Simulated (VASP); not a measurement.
Input of a VASP 6.6.1 run:

Contents of INCAR:

```
SYSTEM = Ga2O3
  PREC = Accurate
  ENCUT = 600
  EDIFF = 1E-6
  ISMEAR = 0
  SIGMA = 0.02
  LREAL = .False.
  LASPH = .True.
  NELM = 120
  ALGO = Normal
  ISIF = 2
  LWAVE = .False.
  LCHARG = .False.
  GGA = PE
  NBANDS = 55
  GGA_COMPAT = .False.
```

The input KPOINTS:

```
Automatic mesh
0
Gamma
  6 6 6
  0 0 0
```

POSCAR

```
Ga2O3
1.0
    2.5288743123      1.4600462649      4.5410643446
   -2.5288743123      1.4600462649      4.5410643446
    0.0000000000     -2.9200925299      4.5410643446
Ga O
4 6
Direct
    0.8558429399      0.8558429399      0.8558429399
    0.6441570601      0.6441570601      0.6441570601
    0.1441570601      0.1441570601      0.1441570601
    0.3558429399      0.3558429399      0.3558429399
    0.7500000000      0.4468704828      0.0531295172
    0.4468704828      0.0531295172      0.7500000000
    0.0531295172      0.7500000000      0.4468704828
    0.2500000000      0.5531295172      0.9468704828
    0.9468704828      0.2500000000      0.5531295172
    0.5531295172      0.9468704828      0.2500000000
```

Potentials or basis: VASP PAW PBE potentials, release 64 (Ga_d, O).

Run with:

```console
$ cat potpaw_PBE.64/Ga_d/POTCAR potpaw_PBE.64/O/POTCAR > POTCAR
$ mpirun -np 1 vasp_std > vasp.out
```

Task: Predict the largest force.

Result: 0.012 eV/Å.

Task: Predict the pressure.

Result: 0.7 GPa.

Stress tensor (GPa, compression positive):
```
0.75 0.00 0.00
0.00 0.75 0.00
0.00 0.00 0.63
```
